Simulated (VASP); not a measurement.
Set up this calculation in VASP 6.6.1, as the native input.

* Task: single point
* Functional: PBEsol
* Potentials or basis: VASP PAW PBE potentials, release 64 (Al, Cu)
* Cutoff: 520 eV
* k mesh: 16 × 16 × 16
* Occupations: gaussian, width 0.1 eV
* Spin: no spin polarisation
* Dipole correction: no
* Further INCAR settings: ALGO = Fast; EDIFF = 1e-07; NBANDS = 26

The structure of AlCu3 lies in POSCAR:

```
AlCu3
1.0
    0.0000000000      2.9699745813      2.9699745813
    2.9699745813      0.0000000000      2.9699745813
    2.8777035264      2.8777035264      0.0922710550
Al Cu
1 3
Direct
    0.0000000000      0.0000000000      0.0000000000
    0.5000000000      0.5000000000      0.5000000000
    0.2499809229      0.2499809229      0.2500572313
    0.7500190771      0.7500190771      0.7499427687
```

This cell differs from its parent crystal: biaxial strain in the a-b plane: +3.0 %.

The input as run:

INCAR

```
ALGO = Fast ; EDIFF = 1E-7
ENCUT = 520 ; GGA = PS
ISIF = 2 ; ISMEAR = 0
LASPH = True ; LCHARG = True
LELF = True ; LREAL = False
LVHAR = True ; LWAVE = False
NBANDS = 26 ; NELM = 80
PREC = Accurate ; SIGMA = 0.1
```

KPOINTS

```
k-points
0
Gamma
  16 16 16
```

Potentials or basis: VASP PAW PBE potentials, release 64 (Al, Cu).

Command:

```sh
$ cat potpaw_PBE.64/Al/POTCAR potpaw_PBE.64/Cu/POTCAR > POTCAR
$ mpirun -np 1 vasp_std > vasp.out
```

Results of the run:

- Pressure: -4.7 GPa
- Band gap on the k mesh: zero (bands 18 and 19 overlap by 5.47 eV)

Caveat: the cell differs from its parent crystal (biaxial strain in the a-b plane: +3.0 %); the cell stands under tension; the PAW data sets were made with another functional, which shifts forces and pressure a little.

Run time: 6.4 min on 1 thread of Intel(R) Xeon(R) Platinum 8488C (Sapphire Rapids), with other jobs on the host, peak memory 0.52 GiB.
